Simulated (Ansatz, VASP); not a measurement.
# MgZn3Se3S: VASP beside Ansatz

INCAR

```
PREC = Accurate
ENCUT = 520
EDIFF = 1E-7
ISMEAR = 0
SIGMA = 0.1
LREAL = Auto
LASPH = T
NELM = 100
ALGO = Normal
ISIF = 2
LWAVE = F
LCHARG = F
GGA = PE
NBANDS = 76
```

The input KPOINTS:

```
Automatic mesh
0
Gamma
  2 2 2
```

File POSCAR:

```
MgZn3Se3S
1.0
    0.0000000000      0.0000000000     -6.6174385881
    0.0000000000     -7.0264790261      0.0000000000
   -8.0809945117      0.0000000000      0.0000000000
Mg Zn Se S
2 6 6 2
Direct
    0.5056122283      0.8498782281      0.5000000000
    0.0056122283      0.1501217719      0.0000000000
    0.5043099790      0.3309303986      0.2566119596
    0.5043099790      0.3309303986      0.7433880404
    0.4865927280      0.8250344864      0.0000000000
    0.0043099790      0.6690696014      0.7566119596
    0.0043099790      0.6690696014      0.2433880404
    0.9865927280      0.1749655136      0.5000000000
    0.6128408646      0.1589731866      0.0000000000
    0.6289170562      0.6631084513      0.2446184117
    0.6289170562      0.6631084513      0.7553815883
    0.1128408646      0.8410268134      0.5000000000
    0.1289170562      0.3368915487      0.2553815883
    0.1289170562      0.3368915487      0.7446184117
    0.6285001087      0.1810547684      0.5000000000
    0.1285001087      0.8189452316      0.0000000000
```

Input for Ansatz:

```yaml
crystal:
  lattice:
    - [0.0, 0.0, -6.6174385881]
    - [0.0, -7.0264790261, 0.0]
    - [-8.0809945117, 0.0, 0.0]
  atoms:
    - { symbol: Mg, position: [0.5056122283, 0.8498782281, 0.5] }
    - { symbol: Mg, position: [0.0056122283, 0.1501217719, 0.0] }
    - { symbol: Zn, position: [0.504309979, 0.3309303986, 0.2566119596] }
    - { symbol: Zn, position: [0.504309979, 0.3309303986, 0.7433880404] }
    - { symbol: Zn, position: [0.486592728, 0.8250344864, 0.0] }
    - { symbol: Zn, position: [0.004309979, 0.6690696014, 0.7566119596] }
    - { symbol: Zn, position: [0.004309979, 0.6690696014, 0.2433880404] }
    - { symbol: Zn, position: [0.986592728, 0.1749655136, 0.5] }
    - { symbol: Se, position: [0.6128408646, 0.1589731866, 0.0] }
    - { symbol: Se, position: [0.6289170562, 0.6631084513, 0.2446184117] }
    - { symbol: Se, position: [0.6289170562, 0.6631084513, 0.7553815883] }
    - { symbol: Se, position: [0.1128408646, 0.8410268134, 0.5] }
    - { symbol: Se, position: [0.1289170562, 0.3368915487, 0.2553815883] }
    - { symbol: Se, position: [0.1289170562, 0.3368915487, 0.7446184117] }
    - { symbol: S, position: [0.6285001087, 0.1810547684, 0.5] }
    - { symbol: S, position: [0.1285001087, 0.8189452316, 0.0] }
basis:
  ecutwfc: 420
kpoints:
  mp_grid: { grid: [2, 2, 2] }
hamiltonian:
  xc: pbe
scf:
  occupations: { method: gaussian, width: 0.1 }
  lower_state_search: "off"
output:
  forces: true
  stress: true
  eigenvalues: true
```

Alike in both runs: task single point; functional PBE; k mesh 2 × 2 × 2; occupations gaussian, width 0.1 eV; no spin polarisation.

|  | VASP | Ansatz |
| --- | --- | --- |
| version | VASP 6.6.1 | Ansatz 0.2.0 |
| potentials or method | VASP PAW PBE potentials, release 64 (Mg, Zn, Se, S), cutoff 520 eV | scalar-relativistic, plane waves, PAW |
| valence electrons in the cell | 124 | 200 |

VASP gave:

```
gap on the k mesh at the Fermi level (eV)                     : 1.67
least direct gap on the mesh (eV)                             : 1.67
pressure (GPa)                                                : 0.1
traceless stress, the component that is largest in VASP (GPa) : 0.18
rms of the force components (eV/Å)                            : 0.011
```

**Question.** Estimate Ansatz's values.

**Answer.** gap on the k mesh at the Fermi level (eV): 1.67; least direct gap on the mesh (eV): 1.67; pressure (GPa): 0.0; traceless stress, the component that is largest in VASP (GPa): 0.18; rms of the force components (eV/Å): 0.006.

Atom by atom the forces differ by 0.010 eV/Å (rms over components). The functional is the same, so the differences come from potentials, cutoffs and numerics. VASP's potentials hold 124 valence electrons a cell and Ansatz's 200, so a difference there can come from the potentials and not from the codes.

The k mesh is coarse, so the values compare programs but aren't converged.
